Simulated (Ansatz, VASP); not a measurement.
## Two plane-wave programs on Ta

The input INCAR:

```
SYSTEM = Ta
PREC = Accurate ; ENCUT = 520
EDIFF = 1E-6 ; ISMEAR = 0
SIGMA = 0.1 ; LREAL = .FALSE.
LASPH = .TRUE. ; NELM = 100
ALGO = Fast ; ISIF = 2
LWAVE = .FALSE. ; LCHARG = .FALSE.
GGA = PS ; NBANDS = 18
```

Contents of KPOINTS:

```
Automatic mesh
0
G
  14 14 8
  0 0 0
```

Contents of POSCAR:

```
Ta
1.0
    2.8736016384      0.0000000000      0.0000000000
   -1.4368008192      2.6260574906      0.0591276754
    0.0000000000      0.1216140900      5.4557919950
Ta
2
Direct
    0.6613524599      0.3227049097      0.7526490652
    0.3386475401      0.6772950903      0.2473509348
```

Input for Ansatz:

```yaml
crystal:
  lattice:
    - [2.8736016384, 0.0, 0.0]
    - [-1.4368008192, 2.6260574906, 0.0591276754]
    - [0.0, 0.12161409, 5.455791995]
  atoms:
    - { symbol: Ta, position: [0.6613524599, 0.3227049097, 0.7526490652] }
    - { symbol: Ta, position: [0.3386475401, 0.6772950903, 0.2473509348] }
basis:
  ecutwfc: 420
kpoints:
  mp_grid: { grid: [14, 14, 8] }
hamiltonian:
  xc: pbesol
scf:
  occupations: { method: gaussian, width: 0.1 }
output:
  forces: true
  stress: true
  eigenvalues: true
```

Alike in both runs: task single point; functional PBEsol; k mesh 14 × 14 × 8; occupations gaussian, width 0.1 eV; no spin polarisation.

```csv
,VASP,Ansatz
version,VASP 6.6.1,Ansatz 0.2.0
potentials or method,"VASP PAW PBE potentials, release 64 (Ta_pv), cutoff 520 eV","scalar-relativistic, plane waves, PAW"
valence electrons in the cell,22,26
```

Ansatz gave:

| Property | Result |
| --- | --- |
| gap on the k mesh at the Fermi level (eV) | none |
| pressure (GPa) | -19.4 |
| traceless stress, the component that is largest in VASP (GPa) | -3.29 |
| rms of the force components (eV/Å) | 0.126 |

Q: What did VASP give for the same quantities?

A: gap on the k mesh at the Fermi level (eV): none; pressure (GPa): -19.4; traceless stress, the component that is largest in VASP (GPa): -3.28; rms of the force components (eV/Å): 0.125.

VASP's potentials were made for PBE, not for PBEsol. Atom by atom the forces differ by 0.000 eV/Å (rms over components). A gap of «none» marks a metal or a gap that the smearing closes. VASP's potentials hold 22 valence electrons a cell and Ansatz's 26, so a difference there can come from the potentials and not from the codes.

Spin-orbit coupling is off throughout.
